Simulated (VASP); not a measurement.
A run of VASP 6.6.1 is set up as follows.

Contents of INCAR:

```
ALGO = Normal ; EDIFF = 1E-8
ENCUT = 520 ; GGA = CA
ISIF = 2 ; ISMEAR = -1
LASPH = T ; LCHARG = F
LEFG = T ; LREAL = F
LWAVE = F ; NBANDS = 9
NELM = 100 ; PREC = Accurate
SIGMA = 0.03
```

KPOINTS

```
k-points
0
Gamma
  11 11 11
```

Contents of POSCAR:

```
LiH
1.0
    0.0000000000      2.0723630616      2.0723630616
    2.0723630616      0.0000000000      2.0723630616
    2.0723630616      2.0723630616      0.0000000000
Li H
1 1
Direct
    0.0000000000      0.0000000000      0.0000000000
    0.5000000000      0.5000000000      0.5000000000
```

Potentials or basis: VASP PAW LDA potentials, release 64 (Li_sv, H).

Launch:

```sh
$ cat potpaw_LDA.64/Li_sv/POTCAR potpaw_LDA.64/H/POTCAR > POTCAR
$ mpirun -np 1 vasp_std > vasp.out
```

Problem. What does it give for the band gap on the k mesh?

Solution. 2.87 eV, direct.

Caveat: without QUAD_EFG the Cq values of the log hold for a quadrupole moment of 1 mb, not for the nuclei. A k mesh can miss the band edges.
